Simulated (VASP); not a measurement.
# GaN: single point with PBE

GaN:

```
Ga N
1.0
     3.13021    0.00000    0.00000
     0.00000    5.01804    0.00000
    -1.56510    0.00000    2.85098
Ga N
2 2
Direct
  0.33481 0.49516 0.66962
  0.66519 0.99516 0.33038
  0.33827 0.87984 0.67654
  0.66173 0.37984 0.32346
```

| Quantity | Value |
| --- | --- |
| Program | VASP 6.6.1 |
| Task | single point |
| Functional | PBE |
| Potentials or basis | VASP PAW PBE potentials, release 64 (Ga_d, N) |
| Cutoff | 600 eV |
| k mesh | 9 × 6 × 9 |
| Occupations | gaussian, width 0.02 eV |
| Spin | no spin polarisation |
| Dipole correction | no |
| Further INCAR settings | ALGO = Normal; EDIFF = 1e-06; NBANDS = 26 |

```yaml
Pressure: 9.2 GPa
Largest_force: 0.004 eV/Å
Band_gap_on_the_k_mesh: 1.95 eV
```

Forces on the atoms (eV/Å):
```
Ga   0.000  0.003 -0.001
Ga   0.000  0.003  0.001
N    0.000 -0.003 -0.001
N    0.000 -0.003  0.001
```

Stress tensor (GPa, compression positive):
```
11.00  0.00  0.00
 0.00 16.59  0.00
 0.00  0.00 -0.13
```

Levels at points of the mesh, in eV from the valence-band top:
| k point | band 14 | band 15 | band 16 | band 17 | band 18 | band 19 | band 20 | band 21 | band 22 | band 23 |
| --- | --- | --- | --- | --- | --- | --- | --- | --- | --- | --- |
| (0.00, 0.00, 0.00) | -1.60 | -1.12 | -0.34 | -0.03 | 0.00 | 1.95 | 3.73 | 9.25 | 9.55 | 9.92 |
| (0.00, 0.50, 0.00) | -3.73 | -0.99 | -0.99 | -0.58 | -0.58 | 4.08 | 4.08 | 8.56 | 8.56 | 9.91 |

Run time: 2.3 min on 1 thread of Intel Xeon 8259CL (shared host), peak memory 0.26 GiB.

Caveat: the stress differs along the axes, from -0 to 17 GPa.
